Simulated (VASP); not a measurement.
## Ta: single point with PBE

Crystal: Ta.

```
Ta
1.0
    -1.68431    1.65128    1.65128
     1.65128   -1.68431    1.65128
     1.65128    1.65128   -1.68431
Ta
1
Direct
  0.00000 0.00000 0.00000
```

This cell differs from its parent crystal: equal xy, yz and zx shear strains of -2 %.

```yaml
Program: VASP 6.6.1
Task: single point
Functional: PBE
Potentials_or_basis: VASP PAW PBE potentials, release 64 (Ta_pv)
Cutoff: 520 eV
k_mesh: 17 × 17 × 17
Occupations: fermi-dirac, width 0.08 eV
Spin: no spin polarisation
Dipole_correction: no
Further_INCAR_settings: ALGO = Normal; EDIFF = 1e-06; NBANDS = 12
```

```
Pressure : 3.4 GPa
```

Stress tensor (GPa, compression positive):
```
3.41 1.54 1.54
1.54 3.41 1.54
1.54 1.54 3.41
```

Levels at points of the mesh, in eV from the Fermi level:
```tsv
k point	band 3	band 4	band 5	band 6	band 7	band 8	band 9	band 10
(0.00, 0.00, 0.00)	-33.00	-7.92	0.41	0.87	0.87	4.04	4.04	14.63
```

Wall time 45 s on 1 thread of AMD EPYC 9R45 96-Core Processor (Zen 5), on a shared host, peak memory 0.19 GiB.

Caveat: the cell differs from its parent crystal (equal xy, yz and zx shear strains of -2 %); spin-orbit coupling is left out, which moves the levels of the heavy elements.
